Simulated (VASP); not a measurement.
# ScHg (Pm-3m) in VASP: further runs, part 2 of 2

VASP 6.6.1.

## Step 3: Single point, LDA

Contents of INCAR:

```
SYSTEM = ScHg
PREC = Accurate
ENCUT = 520
EDIFF = 1E-6
ISMEAR = -1
SIGMA = 0.05
LREAL = .FALSE.
LASPH = .TRUE.
NELM = 60
ALGO = Normal
ISIF = 2
LWAVE = .FALSE.
LCHARG = .FALSE.
GGA = CA
NBANDS = 18
```

Contents of KPOINTS:

```
Automatic mesh
0
G
  10 10 10
  0 0 0
```

Contents of POSCAR:

```
ScHg
1.0
    3.4260503467      0.0000000000      0.0000000000
    0.0000000000      3.4260503467      0.0000000000
    0.0000000000      0.0000000000      3.4260503467
Sc Hg
1 1
Direct
    0.5000000000      0.5000000000      0.5000000000
    0.0000000000      0.0000000000      0.0000000000
```

Potentials or basis: VASP PAW LDA potentials, release 64 (Sc_sv, Hg).

On the command line:

```
$ cat potpaw_LDA.64/Sc_sv/POTCAR potpaw_LDA.64/Hg/POTCAR > POTCAR
$ mpirun -np 1 vasp_std > vasp.out
```

OUTCAR:

```text
SYSTEM = ScHg
   PREC = Accurate
   ENCUT = 520
   EDIFF = 1E-6
   ISMEAR = -1
   LREAL = .FALSE.
   LASPH = .TRUE.
   NELM = 60
   ISIF = 2
   GGA = CA

 ion  position               nearest neighbor table
   1  0.500  0.500  0.500-   2 2.97   2 2.97   2 2.97   2 2.97   2 2.97   2 2.97   2 2.97   2 2.97

   2  0.000  0.000  0.000-   1 2.97   1 2.97   1 2.97   1 2.97   1 2.97   1 2.97   1 2.97   1 2.97

  LATTYP: Found a simple cubic cell.
 ALAT       =     3.4260503467

  Lattice vectors:

 A1 = (   3.4260503467,   0.0000000000,   0.0000000000)
 A2 = (   0.0000000000,   3.4260503467,   0.0000000000)
 A3 = (   0.0000000000,   0.0000000000,   3.4260503467)

Analysis of symmetry for initial positions (statically):
=====================================================================
 Subroutine PRICEL returns:
 Original cell was already a primitive cell.

 Routine SETGRP: Setting up the symmetry group for a
 simple cubic supercell.

 Subroutine GETGRP returns: Found 48 space group operations
 (whereof 48 operations were pure point group operations)
 out of a pool of 48 trial point group operations.
[... 156 lines left out ...]
  ---------------------------------------------------
  ext. energy  EPLUGINS =         0.00000000
  ---------------------------------------------------
  free energy    TOTEN  =        -8.85653023 eV

  energy without entropy =       -8.83533603  energy(sigma->0) =       -8.84593313

 E-fermi :   4.7462     XC(G=0): -11.5493

 val. band max:        4.7146747056   @ k =   0.2000   0.2000   0.1000
 cond. band min:       4.7686158325   @ k =   0.5000   0.1000   0.0000
 fundamental gap:      0.0539411269
 Fermi energy:         4.7462334849

 k-point     1 :       0.0000    0.0000    0.0000
  band No.  band energies     occupation
      1     -44.6086      2.00000
      2     -23.5234      2.00000
      3     -23.5234      2.00000
      4     -23.5234      2.00000
      5      -4.1274      2.00000
      6      -3.4896      2.00000
[... 481 lines left out ...]
      5      -3.2543      2.00000
      6      -3.2157      2.00000
[... 10 lines left out ...]
     17      11.5045      0.00000
     18      12.3020      0.00000

 [... further k-points ...]
[... 5 lines left out ...]
  --------------------------------------------------------------------------------------
  -------------------------------------------------------------------------------------
  Total        0.1335956      0.1335956      0.1335956      0.0000000      0.0000000     -0.0000000
  in kB        5.3225733      5.3225733      5.3225733      0.0000000      0.0000000     -0.0000000
  external PRESSURE =       5.3225733 kB  Pullay stress =       0.0000000 kB

 VOLUME and BASIS-vectors are now :
 -----------------------------------------------------------------------------
  energy-cutoff  :      520.00
  volume of cell :       40.21
      direct lattice vectors                 reciprocal lattice vectors
     3.426050347  0.000000000  0.000000000     0.291881292  0.000000000  0.000000000
     0.000000000  3.426050347  0.000000000     0.000000000  0.291881292  0.000000000
     0.000000000  0.000000000  3.426050347     0.000000000  0.000000000  0.291881292

 POSITION                                       TOTAL-FORCE (eV/Angst)
 -----------------------------------------------------------------------------------
      1.71303      1.71303      1.71303         0.000000      0.000000      0.000000
      0.00000      0.00000      0.00000         0.000000      0.000000      0.000000
 -----------------------------------------------------------------------------------
    total drift:                                0.000000      0.000000      0.000000

  FREE ENERGIE OF THE ION-ELECTRON SYSTEM (eV)
  ---------------------------------------------------
  free  energy   TOTEN  =        -8.8565302341 eV

  energy  without entropy=       -8.8353360278  energy(sigma->0) =       -8.84593313
```

OSZICAR:

```text
N       E                     dE             d eps       ncg     rms          rms(c)
DAV:   1     0.244813621491E+03    0.24481E+03   -0.12026E+04  2088   0.138E+03
DAV:   2     0.130276007157E+01   -0.24351E+03   -0.23747E+03  2096   0.420E+02
DAV:   3    -0.974463500383E+01   -0.11047E+02   -0.10786E+02  2774   0.110E+02
DAV:   4    -0.989842456020E+01   -0.15379E+00   -0.15335E+00  2888   0.126E+01
DAV:   5    -0.989986463520E+01   -0.14401E-02   -0.14400E-02  2580   0.935E-01    0.773E+00
DAV:   6    -0.896502492668E+01    0.93484E+00   -0.20214E+00  2648   0.169E+01    0.315E+00
DAV:   7    -0.886761126473E+01    0.97414E-01   -0.28855E-01  2662   0.527E+00    0.181E+00
DAV:   8    -0.885735311375E+01    0.10258E-01   -0.15673E-02  2346   0.160E+00    0.407E-01
DAV:   9    -0.885655269624E+01    0.80042E-03   -0.18442E-03  3100   0.419E-01    0.457E-02
DAV:  10    -0.885653188815E+01    0.20808E-04   -0.28664E-04  2622   0.208E-01    0.331E-02
DAV:  11    -0.885653040192E+01    0.14862E-05   -0.32598E-05  2616   0.745E-02    0.135E-02
DAV:  12    -0.885653023407E+01    0.16785E-06   -0.76925E-07  1160   0.117E-02
   1 F= -.88565302E+01 E0= -.88459331E+01  d E =-.211942E-01
```

stdout:

```text
POSCAR found type information on POSCAR ScHg
 POSCAR found :  2 types and       2 ions
 scaLAPACK will be used
 LDA part: xc-table for (Slater(with rela. corr.)+CA(PZ))
 , standard interpolation
 POSCAR, INCAR and KPOINTS ok, starting setup
 FFT: planning ... GRIDC
 FFT: planning ... GRID_SOFT
 FFT: planning ... GRID
 WAVECAR not read
 entering main loop
```

Wall time 24 s (1 thread of Intel Xeon Platinum 8259CL at 2.50GHz (Skylake/Cascade Lake), shared host); peak memory 0.17 GiB.

What came out:

| Item | Value |
| --- | --- |
| Free energy | -8.8565 eV |
| Pressure | 0.5 GPa |

Caveat: spin-orbit coupling is left out, which moves the levels of the heavy elements.

## Step 4: Relaxation of cell and atoms, LDA

This run uses another cell than the first one, of 21.07 Å³/atom, 1.048 times its volume.

Contents of INCAR:

```
PREC = Accurate ; ENCUT = 600
EDIFF = 1E-6 ; ISMEAR = -1
SIGMA = 0.05 ; LREAL = F
LASPH = T ; NELM = 80
ALGO = Normal ; ISIF = 3
LWAVE = F ; LCHARG = F
GGA = CA ; IBRION = 2
NSW = 100 ; EDIFFG = -0.002
```

Contents of KPOINTS:

```
Automatic mesh
0
Gamma
  10 10 10
```

Contents of POSCAR:

```
ScHg
1.0
    3.4800000000      0.0000000000      0.0000000000
    0.0000000000      3.4800000000      0.0000000000
    0.0000000000      0.0000000000      3.4800000000
Sc Hg
1 1
Direct
    0.5000000000      0.5000000000      0.5000000000
    0.0000000000      0.0000000000      0.0000000000
```

On the command line:

```
$ cat potpaw_LDA.64/Sc_sv/POTCAR potpaw_LDA.64/Hg/POTCAR > POTCAR
$ mpirun -np 1 vasp_std > vasp.out
```

It took 60 s on 1 thread of Intel Xeon Platinum 8259CL at 2.50GHz (Skylake/Cascade Lake), shared host; peak memory 0.18 GiB.

The run converged. Its results:

```yaml
Free_energy: -8.8573 eV
Relaxed_volume: 20.23 Å³/atom
Relaxed_cell: a = 3.433 Å, b = 3.433 Å, c = 3.433 Å, α = 90.00°, β = 90.00°, γ = 90.00°
Space_group_after_relaxing_to_0.05_Å: Pm-3m (No. 221)
Energy_gained_by_relaxing: 9.5 meV/atom
Ionic_steps: 4
Pressure_after_relaxing: 0.0 GPa
```

Step by step:
```tsv
step	energy change (eV)	largest force (eV/Å)	pressure (GPa)	volume (Å³)
1	0.0000	0.0000	-3.59	42.14
2	-0.0085	0.0000	2.99	39.33
3	-0.0190	0.0000	-0.07	40.50
4	-0.0190	0.0000	0.01	40.46
```

Final structure:
```
Sc Hg
1.0
     3.43313    0.00000    0.00000
     0.00000    3.43313    0.00000
     0.00000    0.00000    3.43313
Sc Hg
1 1
Direct
  0.50000 0.50000 0.50000
  0.00000 0.00000 0.00000
```

Levels at points of the mesh, in eV from the Fermi level:
```
           k point  band 9  band 10  band 11  band 12  band 13  band 14  band 15
(0.00, 0.00, 0.00)   -7.28    -7.28     0.31     0.31     2.56     2.56     2.56
(0.50, 0.00, 0.00)   -7.19    -5.09    -3.97    -0.08     0.78     0.78     2.32
(0.50, 0.50, 0.00)   -6.74    -4.14    -0.98    -0.98     0.62     2.14     2.14
(0.50, 0.50, 0.50)   -6.72    -1.91    -1.91    -1.91    -0.78     3.12     3.12
```

Caveat: spin-orbit coupling is left out, which moves the levels of the heavy elements. Zero-point motion and thermal expansion aren't in these numbers.

## Step 5: Relaxation of cell and atoms, LDA

This run uses another cell than the first one, of 21.07 Å³/atom, 1.048 times its volume.

Contents of INCAR:

```
PREC = Accurate ; ENCUT = 500
EDIFF = 1E-7 ; ISMEAR = -1
SIGMA = 0.05 ; LREAL = F
LASPH = T ; NELM = 120
ALGO = Normal ; ISIF = 3
LWAVE = F ; LCHARG = F
GGA = CA ; IBRION = 2
NSW = 100 ; EDIFFG = -0.002
GGA_COMPAT = F ; NELMIN = 4
```

KPOINTS is that of step 4.

POSCAR is that of step 4.

Potentials or basis: VASP PAW LDA potentials, release 64 (Sc_sv, Hg_sv_GW).

On the command line:

```
$ cat potpaw_LDA.64/Sc_sv/POTCAR potpaw_LDA.64/Hg_sv_GW/POTCAR > POTCAR
$ mpirun -np 1 vasp_std > vasp.out
```

OUTCAR:

```text
PREC = Accurate
   ENCUT = 500
   EDIFF = 1E-7
   ISMEAR = -1
   LREAL = F
   LASPH = T
   NELM = 120
   ISIF = 3
   GGA = CA
   IBRION = 2
   NSW = 100
   EDIFFG = -0.002
   NELMIN = 4

 ion  position               nearest neighbor table
   1  0.500  0.500  0.500-   2 3.01   2 3.01   2 3.01   2 3.01   2 3.01   2 3.01   2 3.01   2 3.01

   2  0.000  0.000  0.000-   1 3.01   1 3.01   1 3.01   1 3.01   1 3.01   1 3.01   1 3.01   1 3.01

  LATTYP: Found a simple cubic cell.
 ALAT       =     3.4800000000

  Lattice vectors:

 A1 = (   3.4800000000,   0.0000000000,   0.0000000000)
 A2 = (   0.0000000000,   3.4800000000,   0.0000000000)
 A3 = (   0.0000000000,   0.0000000000,   3.4800000000)

Analysis of symmetry for initial positions (statically):
=====================================================================
 Subroutine PRICEL returns:
 Original cell was already a primitive cell.

 Routine SETGRP: Setting up the symmetry group for a
 simple cubic supercell.

 Subroutine GETGRP returns: Found 48 space group operations
 (whereof 48 operations were pure point group operations)
 out of a pool of 48 trial point group operations.

The static configuration has the point symmetry O_h .

Analysis of symmetry for dynamics (positions and initial velocities):
=====================================================================
 Subroutine PRICEL returns:
 Original cell was already a primitive cell.

 Routine SETGRP: Setting up the symmetry group for a
 simple cubic supercell.

 Subroutine GETGRP returns: Found 48 space group operations
 (whereof 48 operations were pure point group operations)
 out of a pool of 48 trial point group operations.

The dynamic configuration has the point symmetry O_h .
[... 116 lines left out ...]
   IALGO  =     38    algorithm
   IMIX   =      4    mixing-type and parameters
     AMIX     =   0.40;   BMIX     =  1.00
     AMIX_MAG =   1.60;   BMIX_MAG =  1.00
  volume/ion in A,a.u.               =      21.07       142.20
  Fermi-wavevector in a.u.,A,eV,Ry     =   1.477802  2.792640 29.713733  2.183898
  Thomas-Fermi vector in A             =   2.592161
   LORBIT       =      0    0 simple, 1 ext, 2 COOP (PROOUT), +10 PAW based schemes
   GGA     = CA    functional components
   LHFCALC =     F    Hartree Fock is set to
   AEXX    =    0.0000 exact exchange contribution
   IVDW    =     0    specifies the selected vdW correction
   LEPSILON=     F    determine dielectric tensor
   LRPA    =     F    only Hartree local field effects (RPA)
 conjugate gradient relaxation of ions
 non-spin polarized calculation
  energy-cutoff  :      500.00
  volume of cell :       42.14
 maximum number of plane-waves:      1108
 NGX is ok and might be reduce to    28
   NGX = 13   NGY = 13   NGZ = 13

--------------------------------------- Ionic step        1  -------------------------------------------

 number of electron      31.0000008 magnetization

 Free energy of the ion-electron system (eV)
  ---------------------------------------------------
  ext. energy  EPLUGINS =         0.00000000
  ---------------------------------------------------
  free energy    TOTEN  =        -8.83648213 eV

  energy without entropy =       -8.81543295  energy(sigma->0) =       -8.82595754

------------------------ aborting loop because EDIFF is reached ----------------------------------------

  FORCE on cell =-STRESS in cart. coord.  units (eV):
  Direction    XX          YY          ZZ          XY          YZ          ZX
  --------------------------------------------------------------------------------------
  -------------------------------------------------------------------------------------
  Total       -1.1679527     -1.1679527     -1.1679527     -0.0000000     -0.0000000      0.0000000
  in kB      -44.4015467    -44.4015467    -44.4015467     -0.0000000     -0.0000000      0.0000000
  external PRESSURE =     -44.4015467 kB  Pullay stress =       0.0000000 kB
[... 59 lines left out ...]
--------------------------------------- Ionic step        3  -------------------------------------------

 number of electron      31.0000006 magnetization

 Free energy of the ion-electron system (eV)
  ---------------------------------------------------
  ext. energy  EPLUGINS =         0.00000000
  ---------------------------------------------------
  free energy    TOTEN  =        -8.86480525 eV

  energy without entropy =       -8.84326475  energy(sigma->0) =       -8.85403500

 E-fermi :   6.5891     XC(G=0): -11.8629

 val. band max:        6.5610066220   @ k =   0.2000   0.2000   0.1000
 cond. band min:       6.5943422205   @ k =   0.5000   0.1000   0.0000
 fundamental gap:      0.0333355986
 Fermi energy:         6.5890692009

 k-point     1 :       0.0000    0.0000    0.0000
  band No.  band energies     occupation
      1    -108.6763      2.00000
      2     -57.2586      2.00000
      3     -57.2586      2.00000
      4     -57.2586      2.00000
      5     -42.7529      2.00000
      6     -21.6680      2.00000
[... 505 lines left out ...]
      6     -21.7675      2.00000
[... 11 lines left out ...]
     18       7.7131      0.00000
     19       8.8782      0.00000

 [... further k-points ...]
[... 5 lines left out ...]
  --------------------------------------------------------------------------------------
  -------------------------------------------------------------------------------------
  Total       -0.0014761     -0.0014761     -0.0014761      0.0000000     -0.0000000     -0.0000000
  in kB       -0.0588440     -0.0588440     -0.0588440      0.0000000     -0.0000000     -0.0000000
  external PRESSURE =      -0.0588440 kB  Pullay stress =       0.0000000 kB
[... 17 lines left out ...]
  FREE ENERGIE OF THE ION-ELECTRON SYSTEM (eV)
  ---------------------------------------------------
  free  energy   TOTEN  =        -8.8648052451 eV

  energy  without entropy=       -8.8432647513  energy(sigma->0) =       -8.85403500

 reached required accuracy - stopping structural energy minimisation
```

OSZICAR:

```text
N       E                     dE             d eps       ncg     rms          rms(c)
DAV:   1     0.531014455794E+03    0.53101E+03   -0.16725E+04  2248   0.207E+03
DAV:   2     0.812534952649E+02   -0.44976E+03   -0.44018E+03  2176   0.834E+02
DAV:   3    -0.529769009663E+01   -0.86551E+02   -0.82077E+02  3641   0.270E+02
[... 28 lines left out ...]
DAV:   5    -0.886432436606E+01   -0.92094E-03   -0.25565E-03  2814   0.834E-01    0.201E-01
DAV:   6    -0.886476512828E+01   -0.44076E-03   -0.67985E-04  3763   0.404E-01    0.141E-01
DAV:   7    -0.886479583448E+01   -0.30706E-04   -0.18468E-05  3075   0.595E-02    0.977E-02
DAV:   8    -0.886480507355E+01   -0.92391E-05   -0.56983E-05  3932   0.128E-01    0.190E-02
DAV:   9    -0.886480524692E+01   -0.17338E-06   -0.15994E-06  2513   0.121E-02    0.200E-02
DAV:  10    -0.886480524515E+01    0.17781E-08   -0.25727E-08  1352   0.296E-03
   3 F= -.88648052E+01 E0= -.88540350E+01  d E =-.283231E-01
```

Run time: 1.9 min. Hardware: 1 thread of Intel Xeon Platinum 8375C at 2.90GHz (Ice Lake), shared host; peak memory 0.19 GiB.

Results:

```yaml
Free_energy: -8.8648 eV
Relaxed_volume: 20.10 Å³/atom
Relaxed_cell: a = 3.425 Å, b = 3.425 Å, c = 3.425 Å, α = 90.00°, β = 90.00°, γ = 90.00°
Space_group_after_relaxing_to_0.05_Å: Pm-3m (No. 221)
Energy_gained_by_relaxing: 14.2 meV/atom
Ionic_steps: 3
Pressure_after_relaxing: 0.0 GPa
```

The path:
```
step  energy change (eV)  largest force (eV/Å)  pressure (GPa)  volume (Å³)
   1              0.0000                0.0000           -4.44        42.14
   2             -0.0091                0.0000            4.25        38.68
   3             -0.0283                0.0000           -0.01        40.19
```

Final structure:
```
CELL_PARAMETERS angstrom
3.42541 0.00000 0.00000
0.00000 3.42541 0.00000
0.00000 0.00000 3.42541
ATOMIC_POSITIONS crystal
Sc 0.50000 0.50000 0.50000
Hg 0.00000 0.00000 0.00000
```

Levels at points of the mesh, in eV from the Fermi level:
```tsv
k point	band 12	band 13	band 14	band 15	band 16	band 17	band 18	band 19
(0.00, 0.00, 0.00)	-7.29	-7.29	-7.29	0.33	0.33	2.60	2.60	2.60
(0.50, 0.00, 0.00)	-7.53	-7.20	-5.09	-3.99	-0.11	0.77	0.77	2.33
(0.50, 0.50, 0.00)	-7.67	-6.74	-4.14	-0.98	-0.98	0.64	2.18	2.18
(0.50, 0.50, 0.50)	-6.72	-6.72	-1.92	-1.92	-1.92	-0.75	3.16	3.16
```

Caveat: spin-orbit coupling is left out, which moves the levels of the heavy elements. LDA usually gives volumes a few per cent too small.

## Step 6: The runs side by side

```csv
task,potentials or basis,cell,cutoff (eV),second run,gap on the mesh (eV),pressure (GPa),relaxed volume (Å³/atom)
single point,"VASP PAW LDA potentials, release 64 (Sc_sv, Hg)","a = 3.426 Å, 2 atoms",520,-,none,0.5,-
relaxation of cell and atoms,"VASP PAW LDA potentials, release 64 (Sc_sv, Hg)","relaxed from a = 3.480 Å, 2 atoms",600,-,none,0.0,20.23
relaxation of cell and atoms,"VASP PAW LDA potentials, release 64 (Sc_sv, Hg_sv_GW)","relaxed from a = 3.480 Å, 2 atoms",500,valence_matched,none,0.0,20.10
```

Alike in all rows: level LDA; no spin polarisation; k mesh 10 × 10 × 10; smearing fermi-dirac 0.05 eV.

Caveats: spin-orbit coupling is left out, which moves the levels of the heavy elements.

Total energies depend on the potentials used, so only differences within one code and one set of settings carry meaning.
